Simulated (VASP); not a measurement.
Set up this calculation in VASP 6.6.1, as the native input.

| Property | Result |
| --- | --- |
| Task | single point |
| Functional | r2SCAN |
| Potentials or basis | VASP PAW PBE potentials, release 64 (Ni) |
| Cutoff | 520 eV |
| k mesh | 11 × 11 × 11 |
| Occupations | fermi-dirac, width 0.05 eV |
| Spin | collinear spin, ferromagnetic start |
| Starting moments | [0.54] μB |
| Fixed moment | 0.54 μB |
| Dipole correction | no |
| Further INCAR settings | ALGO = Normal; EDIFF = 1e-06; NBANDS = 15 |

Crystal: Ni.

```
Ni
1.0
     0.00000    1.76715    1.76715
     1.76715    0.00000    1.76715
     1.76715    1.76715    0.00000
Ni
1
Direct
  0.00000 0.00000 0.00000
```

These files were run (other wordings do the same):

POSCAR

```
Ni
1.0
    0.0000000000      1.7671500000      1.7671500000
    1.7671500000      0.0000000000      1.7671500000
    1.7671500000      1.7671500000      0.0000000000
Ni
1
Direct
    0.0000000000      0.0000000000      0.0000000000
```

INCAR.step1

```
SYSTEM = Ni
PREC = Accurate ; ENCUT = 520
ISMEAR = -1 ; SIGMA = 0.05
LREAL = .False. ; LASPH = .True.
NELM = 150 ; ISPIN = 2
MAGMOM = 0.54 ; NUPDOWN = 0.54
LMAXMIX = 4 ; NBANDS = 15
GGA = PE ; ALGO = Normal
EDIFF = 1E-4 ; LWAVE = .True.
LCHARG = .False.
```

INCAR.step2

```
SYSTEM = Ni
PREC = Accurate ; ENCUT = 520
EDIFF = 1E-6 ; ISMEAR = -1
SIGMA = 0.05 ; LREAL = .False.
LASPH = .True. ; NELM = 150
ALGO = Normal ; ISIF = 2
LWAVE = .False. ; LCHARG = .False.
ISPIN = 2 ; MAGMOM = 0.54
LORBIT = 11 ; NUPDOWN = 0.54
LMAXMIX = 4 ; METAGGA = R2SCAN
LMIXTAU = .True. ; NBANDS = 15
ISTART = 1
```

KPOINTS

```
Automatic mesh
0
Gamma
  11 11 11
  0 0 0
```

Potentials or basis: VASP PAW PBE potentials, release 64 (Ni).

Run with:

```bash
$ cat potpaw_PBE.64/Ni/POTCAR > POTCAR
$ cp INCAR.step1 INCAR
$ mpirun -np 1 vasp_std > vasp.out
$ cp INCAR.step2 INCAR
$ mpirun -np 1 vasp_std > vasp.out
```

It gave:

```json
{"Pressure": "-10.0 GPa", "Net moment": "0.54 μB per cell", "Site moments": "Ni +0.57 μB", "Valence electrons inside the program's atomic spheres": "Ni 9.32"}
```

Caveat: the PAW data sets were made with another functional, which shifts forces and pressure a little; the total moment is fixed, so each spin has its own Fermi level.

It took 34 s on 1 thread of Intel(R) Xeon(R) 6975P-C (Granite Rapids) (shared host), peak memory 0.14 GiB.
